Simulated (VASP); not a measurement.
# C (P6/mmm) in VASP: a series of runs

Runs on C. Level: PBE. Tasks: relaxation of cell and atoms, single point.

Program: VASP 6.6.1. These are calculated values, not measurements. Logs are shortened: lines on timing, memory, paths and dates and some standing lists are left out, and cuts for length are marked.

## Step 1: The cell of the first run

It takes space group P6/mmm (No. 191, hexagonal). The conventional cell has a = 2.468 Å, b = 2.468 Å, c = 3.799 Å, α = 90.00°, β = 90.00°, γ = 120.00°. Within 1.9 Å of C (site symmetry -6m2) lie 3 C at 1.42 Å.

## Step 2: Relaxation of cell and atoms, PBE

Contents of INCAR:

```
SYSTEM = C
ALGO = Normal
EDIFF = 1E-6
EDIFFG = -0.04
ENCUT = 600
GGA = PE
IBRION = 2
ISIF = 3
ISMEAR = 0
LASPH = .True.
LCHARG = .False.
LREAL = .False.
LWAVE = .False.
NELM = 80
NSW = 90
PREC = Accurate
SIGMA = 0.1
```

Contents of KPOINTS:

```
k-points
0
Gamma
  12 12 4
  0 0 0
```

Contents of POSCAR:

```
C
1.0
    2.4676411929      0.0000000000      0.0000000000
   -1.2338205965      2.1370399605      0.0000000000
    0.0000000000      0.0000000000      3.7990026552
C
2
Direct
    0.3333333333      0.6666666667      0.5000000000
    0.6666666667      0.3333333333      0.5000000000
```

Potentials or basis: VASP PAW PBE potentials, release 64 (C).

Command:

```bash
$ cat potpaw_PBE.64/C/POTCAR > POTCAR
$ mpirun -np 1 vasp_std > vasp.out
```

OUTCAR:

```text
SYSTEM = C
   EDIFF = 1E-6
   EDIFFG = -0.04
   ENCUT = 600
   GGA = PE
   IBRION = 2
   ISIF = 3
   ISMEAR = 0
   LASPH = .True.
   LREAL = .False.
   NELM = 80
   NSW = 90
   PREC = Accurate

 ion  position               nearest neighbor table
   1  0.333  0.667  0.500-   2 1.42   2 1.42   2 1.42
   2  0.667  0.333  0.500-   1 1.42   1 1.42   1 1.42

  LATTYP: Found a hexagonal cell.
 ALAT       =     2.4676411929
 C/A-ratio  =     1.5395279776

  Lattice vectors:

 A1 = (   2.4676411929,   0.0000000000,   0.0000000000)
 A2 = (  -1.2338205965,   2.1370399605,   0.0000000000)
 A3 = (   0.0000000000,   0.0000000000,   3.7990026552)

Analysis of symmetry for initial positions (statically):
=====================================================================
 Subroutine PRICEL returns:
 Original cell was already a primitive cell.

 Routine SETGRP: Setting up the symmetry group for a
 hexagonal supercell.

 Subroutine GETGRP returns: Found 24 space group operations
 (whereof 24 operations were pure point group operations)
 out of a pool of 24 trial point group operations.

The static configuration has the point symmetry D_6h.

Analysis of symmetry for dynamics (positions and initial velocities):
=====================================================================
 Subroutine PRICEL returns:
 Original cell was already a primitive cell.

 Routine SETGRP: Setting up the symmetry group for a
 hexagonal supercell.

 Subroutine GETGRP returns: Found 24 space group operations
 (whereof 24 operations were pure point group operations)
 out of a pool of 24 trial point group operations.

The dynamic configuration has the point symmetry D_6h.

 Subroutine INISYM returns: Found 24 space group operations
 (whereof 24 operations are pure point group operations),
 and found     1 'primitive' translations

----------------------------------------------------------------------------------------

                                     Primitive cell

  volume of cell :      20.0338

  direct lattice vectors                    reciprocal lattice vectors
     2.467641193  0.000000000  0.000000000     0.405245302  0.233968484  0.000000000
    -1.233820596  2.137039961  0.000000000     0.000000000  0.467936968  0.000000000
     0.000000000  0.000000000  3.799002655     0.000000000  0.000000000  0.263226981

  length of vectors
     2.467641193  2.467641193  3.799002655     0.467936968  0.467936968  0.263226981

  position of ions in fractional coordinates (direct lattice)
     0.333333333  0.666666667  0.500000000
     0.666666667  0.333333333  0.500000000

  ion indices of the primitive-cell ions
   primitive index   ion index
                 1           1
                 2           2

----------------------------------------------------------------------------------------

 KPOINTS: k-points

Automatic generation of k-mesh.
 Grid dimensions read from file:
 generate k-points for:   12   12    4

 Generating k-lattice:

  Cartesian coordinates                     Fractional coordinates (reciprocal lattice)
     0.033770442  0.019497374  0.000000000     0.083333333  0.000000000  0.000000000
     0.000000000  0.038994747  0.000000000     0.000000000  0.083333333  0.000000000
     0.000000000  0.000000000  0.065806745     0.000000000  0.000000000  0.250000000

  Length of vectors
     0.038994747  0.038994747  0.065806745

  Shift w.r.t. Gamma in fractional coordinates (k-lattice)
     0.000000000  0.000000000  0.000000000

 Subroutine IBZKPT returns following result:
 ===========================================

 Found     57 irreducible k-points:

 Following reciprocal coordinates:
            Coordinates               Weight
  0.000000  0.000000  0.000000      1.000000
  0.083333  0.000000  0.000000      6.000000
  0.166667  0.000000  0.000000      6.000000
  0.250000  0.000000  0.000000      6.000000
  0.333333 -0.000000  0.000000      6.000000
  0.416667  0.000000  0.000000      6.000000
[... 16 lines left out ...]
  0.250000  0.000000  0.250000     12.000000
  0.333333 -0.000000  0.250000     12.000000
 [... further k-points ...]
   k-points           NKPTS =     57   k-points in BZ     NKDIM =     57   number of bands    NBANDS=      8
   number of dos      NEDOS =    301   number of ions     NIONS =      2
   total plane-waves  NPLWV =  12000
   dimension x,y,z NGX =    20 NGY =   20 NGZ =   30
   dimension x,y,z NGXF=    40 NGYF=   40 NGZF=   60
   ions per type =               2
   NGX,Y,Z   is equivalent  to a cutoff of  13.47, 13.47, 13.13 a.u.
   NGXF,Y,Z  is equivalent  to a cutoff of  26.95, 26.95, 26.26 a.u.
 SYSTEM =  C
   PREC   = accura    normal or accurate (medium, high low for compatibility)
   ISTART =      0    job   : 0-new  1-cont  2-samecut
   ICHARG =      2    charge: 1-file 2-atom 10-const
   ISPIN  =      1    spin polarized calculation?
   LNONCOLLINEAR =      F non collinear calculations
   LSORBIT =      F    spin-orbit coupling
   LASPH  =      T    aspherical Exc in radial PAW
   ENCUT  =  600.0 eV  44.10 Ry    6.64 a.u.   4.93  4.93  7.59*2*pi/ulx,y,z
   NELM   =     80;   NELMIN=  2; NELMDL= -5     # of ELM steps
   EDIFF  = 0.1E-05   stopping-criterion for ELM
   LREAL  =      F    real-space projection
   EDIFFG = -.4E-01   stopping-criterion for IOM
   NSW    =     90    number of steps for IOM
   IBRION =      2    ionic relax: 0-MD 1-quasi-New 2-CG
   NFREE  =      1    steps in history (QN), initial steepest desc. (CG)
   ISIF   =      3    stress and relaxation
   ISYM   =      2    0-nonsym 1-usesym 2-fastsym
   POTIM  = 0.5000    time-step for ionic-motion
   TEBEG  =    0.0;   TEEND  =   0.0 temperature during run
   PSTRESS=    0.0 pullay stress
   NELECT =       8.0000    total number of electrons
   NUPDOWN=      -1.0000    fix difference up-down
   EMIN   =  10.00;   EMAX   =-10.00  energy-range for DOS
   EFERMI =   0.00;   METHOD = LEGACY
   ISMEAR =     0;   SIGMA  =   0.10  broadening in eV -4-tet -1-fermi 0-gaus
   EFERMI_NEDOS =   21; number of points for ismear=-14 and -15
   IALGO  =     38    algorithm
   IMIX   =      4    mixing-type and parameters
     AMIX     =   0.40;   BMIX     =  1.00
     AMIX_MAG =   1.60;   BMIX_MAG =  1.00
  volume/ion in A,a.u.               =      10.02        67.60
  Fermi-wavevector in a.u.,A,eV,Ry     =   1.205545  2.278150 19.773873  1.453339
  Thomas-Fermi vector in A             =   2.341238
   LORBIT       =      0    0 simple, 1 ext, 2 COOP (PROOUT), +10 PAW based schemes
   GGA     = PE    functional components
   LHFCALC =     F    Hartree Fock is set to
   AEXX    =    0.0000 exact exchange contribution
   IVDW    =     0    specifies the selected vdW correction
   LEPSILON=     F    determine dielectric tensor
   LRPA    =     F    only Hartree local field effects (RPA)
 conjugate gradient relaxation of ions
 non-spin polarized calculation
 Gauss-broadening in eV      SIGMA  =   0.10
  energy-cutoff  :      600.00
  volume of cell :       20.03
 maximum number of plane-waves:       693
 NGX is ok and might be reduce to    20
   NGX =  9   NGY =  9   NGZ = 15

--------------------------------------- Ionic step        1  -------------------------------------------

 number of electron       7.9999999 magnetization

 Free energy of the ion-electron system (eV)
  ---------------------------------------------------
  ext. energy  EPLUGINS =         0.00000000
  ---------------------------------------------------
  free energy    TOTEN  =       -18.44521793 eV

  energy without entropy =      -18.44443425  energy(sigma->0) =      -18.44482609

------------------------ aborting loop because EDIFF is reached ----------------------------------------

  FORCE on cell =-STRESS in cart. coord.  units (eV):
  Direction    XX          YY          ZZ          XY          YZ          ZX
  --------------------------------------------------------------------------------------
  -------------------------------------------------------------------------------------
  Total       -0.0582214     -0.0582214      0.1077951      0.0000000     -0.0000000     -0.0000000
  in kB       -4.6561720     -4.6561720      8.6207586      0.0000000     -0.0000000     -0.0000000
  external PRESSURE =      -0.2305285 kB  Pullay stress =       0.0000000 kB
[... 57 lines left out ...]
  energy  without entropy=      -18.4445982122  energy(sigma->0) =      -18.44499007

--------------------------------------- Ionic step        3  -------------------------------------------

 number of electron       7.9999999 magnetization

 E-fermi :   3.6419     XC(G=0):  -9.4523

 val. band max:        3.6418625439   @ k =   0.3333   0.3333   0.2500
 cond. band min:       3.9562189490   @ k =   0.3333   0.3333   0.0000
 fundamental gap:      0.3143564051
 Fermi energy:         3.6418640235

 k-point     1 :       0.0000    0.0000    0.0000
  band No.  band energies     occupation
      1     -15.9322      2.00000
      2      -3.4620      2.00000
      3       0.6056      2.00000
      4       0.6056      2.00000
      5       7.1364      0.00000
      6      11.9531      0.00000
      7      11.9531      0.00000
      8      15.1619      0.00000
[... 358 lines left out ...]
  energy  without entropy=      -18.4452303780  energy(sigma->0) =      -18.44562229

--------------------------------------- Ionic step        6  -------------------------------------------

 number of electron       7.9999999 magnetization

 Free energy of the ion-electron system (eV)
  ---------------------------------------------------
  ext. energy  EPLUGINS =         0.00000000
  ---------------------------------------------------
  free energy    TOTEN  =       -18.44680789 eV

  energy without entropy =      -18.44602372  energy(sigma->0) =      -18.44641581

 E-fermi :   3.5159     XC(G=0):  -9.3476

 val. band max:        3.5158791089   @ k =   0.3333   0.3333   0.2500
 cond. band min:       3.7972751377   @ k =   0.3333   0.3333   0.0000
 fundamental gap:      0.2813960288
 Fermi energy:         3.5158860745

 k-point     1 :       0.0000    0.0000    0.0000
  band No.  band energies     occupation
      1     -16.0466      2.00000
      2      -3.6308      2.00000
      3       0.4777      2.00000
      4       0.4777      2.00000
      5       6.9427      0.00000
      6      11.8218      0.00000
      7      11.8218      0.00000
      8      15.0147      0.00000
[... 282 lines left out ...]
  FREE ENERGIE OF THE ION-ELECTRON SYSTEM (eV)
  ---------------------------------------------------
  free  energy   TOTEN  =       -18.4468078948 eV

  energy  without entropy=      -18.4460237188  energy(sigma->0) =      -18.44641581

 reached required accuracy - stopping structural energy minimisation
```

Run time: 13 s. Hardware: 1 thread of Intel Xeon 6975P-C (Granite Rapids), shared host; peak memory 0.13 GiB.

Results:

- Free energy: -18.4468 eV
- Relaxed volume: 10.18 Å³/atom
- Relaxed cell: a = 2.466 Å, b = 2.466 Å, c = 3.867 Å, α = 90.00°, β = 90.00°, γ = 120.00°
- Space group after relaxing (to 0.1 Å): P6/mmm (No. 191)
- Energy gained by relaxing: 0.8 meV/atom
- Ionic steps: 6
- Pressure after relaxing: 0.5 GPa
- Band gap on the k mesh: zero (bands 4 and 5 overlap by 0.54 eV)

Stress tensor (GPa, compression positive):
```
0.50 0.00 0.00
0.00 0.50 0.00
0.00 0.00 0.58
```

Step by step:
```csv
step,energy change (eV),largest force (eV/Å),pressure (GPa),volume (Å³)
1,0.0000,0.0000,-0.02,20.03
2,-0.0002,0.0000,0.99,20.03
3,-0.0002,0.0000,0.78,20.03
4,-0.0003,0.0000,0.72,20.06
5,-0.0008,0.0000,0.66,20.16
6,-0.0016,0.0000,0.53,20.36
```

Final structure:
```
C
1.0
     2.46556    0.00000    0.00000
    -1.23278    2.13524    0.00000
     0.00000    0.00000    3.86696
C
2
Direct
  0.33333 0.66667 0.50000
  0.66667 0.33333 0.50000
```

Caveat: the k points lie up to 0.41 Å⁻¹ apart in the final cell, too coarse for converged energies and pressures of a metal; this functional lacks dispersion, which binds layers or chains, so the pressure and a relaxed spacing across them are unreliable.

## Step 3: Single point, PBE

This run uses another cell than the first one, of 11.66 Å³/atom.

Contents of INCAR:

```
SYSTEM = C
PREC     = Accurate       ! precision mode
ENCUT    = 520            ! plane-wave cutoff, eV
EDIFF    = 1E-6           ! SCF threshold, eV
ISMEAR   = 0              ! smearing method
SIGMA    = 0.1            ! smearing width, eV
LREAL    = .False.        ! projectors in reciprocal space
LASPH    = .True.         ! aspherical terms in the spheres
NELM     = 80             ! most SCF steps
ALGO     = Normal         ! electronic algorithm
ISIF     = 2              ! what is computed and relaxed
LWAVE    = .False.        ! write WAVECAR
LCHARG   = .False.        ! write CHGCAR
GGA      = PE             ! functional
NBANDS   = 11             ! bands
```

Contents of KPOINTS:

```
Automatic mesh
0
Gamma
  24 24 12
  0 0 0
```

Contents of POSCAR:

```
C
1.0
    2.4664315066      0.0000000000      0.0000000000
   -1.2332157533      2.1359923414      0.0000000000
    0.0000000000      0.0000000000      4.4263536759
C
2
Direct
    0.3333333333      0.6666666667      0.5000000000
    0.6666666667      0.3333333333      0.5000000000
```

Potentials or basis: VASP PAW PBE potentials, release 64 (C).

Command:

```bash
$ cat potpaw_PBE.64/C/POTCAR > POTCAR
$ mpirun -np 1 vasp_std > vasp.out
```

It took 32 s on 1 thread of Intel Xeon 6975P-C (Granite Rapids), shared host; peak memory 0.19 GiB.

The run converged. Its results:

- Free energy: -18.4528 eV
- Pressure: 0.4 GPa
- Band gap on the k mesh: zero (bands 4 and 5 overlap by 0.20 eV)

Stress tensor (GPa, compression positive):
```
 0.55  0.00  0.00
 0.00  0.55  0.00
 0.00  0.00 -0.01
```

Levels at points of the mesh, in eV from the Fermi level:
```
           k point  band 1  band 2  band 3  band 4  band 5  band 6  band 7  band 8  band 9
(0.00, 0.00, 0.00)  -19.53   -7.42   -3.05   -3.05    2.99    8.30    8.30   11.43   12.46
(0.50, 0.00, 0.00)  -14.29  -13.24   -6.42   -2.25    1.86    7.34   10.51   10.77   16.25
(0.00, 0.00, 0.50)  -19.50   -7.80   -3.04   -3.04    5.98    8.31    8.31    9.60   11.40
(0.50, 0.00, 0.50)  -14.27  -13.23   -6.42   -2.47    1.50    7.38   12.31   13.43   15.75
```

Caveat: this functional lacks dispersion, which binds layers or chains, so the pressure and a relaxed spacing across them are unreliable.

The gap in the log of VASP goes by the Fermi energy; the results here count the filled bands.